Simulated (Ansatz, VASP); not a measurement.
HgTe in VASP and in Ansatz

The input INCAR:

```
SYSTEM = HgTe
PREC     = Accurate       ! precision mode
ENCUT    = 520            ! plane-wave cutoff, eV
EDIFF    = 1E-6           ! SCF threshold, eV
ISMEAR   = 0              ! smearing method
SIGMA    = 0.05           ! smearing width, eV
LREAL    = .FALSE.        ! projectors in reciprocal space
LASPH    = .TRUE.         ! aspherical terms in the spheres
NELM     = 60             ! most SCF steps
ALGO     = Normal         ! electronic algorithm
ISIF     = 2              ! what is computed and relaxed
LWAVE    = .FALSE.        ! write WAVECAR
LCHARG   = .TRUE.         ! write CHGCAR
GGA      = PE             ! functional
LELF     = .TRUE.         ! ELF
LVHAR    = .TRUE.       
NBANDS   = 16             ! bands
```

The input KPOINTS:

```
regular mesh
0
G
  10 10 10
  0 0 0
```

The input POSCAR:

```
HgTe
1.0
    0.0000000000      3.3242171039      3.3242171039
    3.3242171039      0.0000000000      3.3242171039
    3.3242171039      3.3242171039      0.0000000000
Hg Te
1 1
Direct
    0.0120329084      0.0120329084     -0.0120329084
    0.2500000000      0.2500000000      0.2500000000
```

Input for Ansatz:

```yaml
crystal:
  lattice:
    - [0.0, 3.3242171039, 3.3242171039]
    - [3.3242171039, 0.0, 3.3242171039]
    - [3.3242171039, 3.3242171039, 0.0]
  atoms:
    - { symbol: Hg, position: [0.0120329084, 0.0120329084, -0.0120329084] }
    - { symbol: Te, position: [0.25, 0.25, 0.25] }
basis:
  ecutwfc: 420
  ecutrho_ratio: 4
kpoints:
  mp_grid: { grid: [10, 10, 10] }
hamiltonian:
  xc: pbe
scf:
  occupations: { method: gaussian, width: 0.05 }
output:
  forces: true
  stress: true
  eigenvalues: true
  write_density: true
  write_potential: true
  elf: true
  volumetric_format: npy
```

Alike in both runs: task single point; functional PBE; k mesh 10 × 10 × 10; occupations gaussian, width 0.05 eV; no spin polarisation.

|  | VASP | Ansatz |
| --- | --- | --- |
| version | VASP 6.6.1 | Ansatz 0.2.0 |
| potentials or method | VASP PAW PBE potentials, release 64 (Hg, Te), cutoff 520 eV | scalar-relativistic, plane waves, PAW |
| valence electrons in the cell | 18 | 36 |

|  | VASP | Ansatz | Ansatz less VASP |
| --- | --- | --- | --- |
| gap on the k mesh at the Fermi level (eV) | 0.02 | 0.02 | -0.001 |
| least direct gap on the mesh (eV) | 0.02 | 0.02 | -0.001 |
| pressure (GPa) | 0.2 | 0.1 | -0.05 |
| traceless stress, the component that is largest in VASP (GPa) | 0.63 | 0.61 | -0.016 |
| rms of the force components (eV/Å) | 0.126 | 0.123 | -0.0027 |

Atom by atom the forces differ by 0.003 eV/Å (rms over components). VASP's potentials hold 18 valence electrons a cell and Ansatz's 36, so a difference there can come from the potentials and not from the codes.

Neither program's run includes spin-orbit coupling.
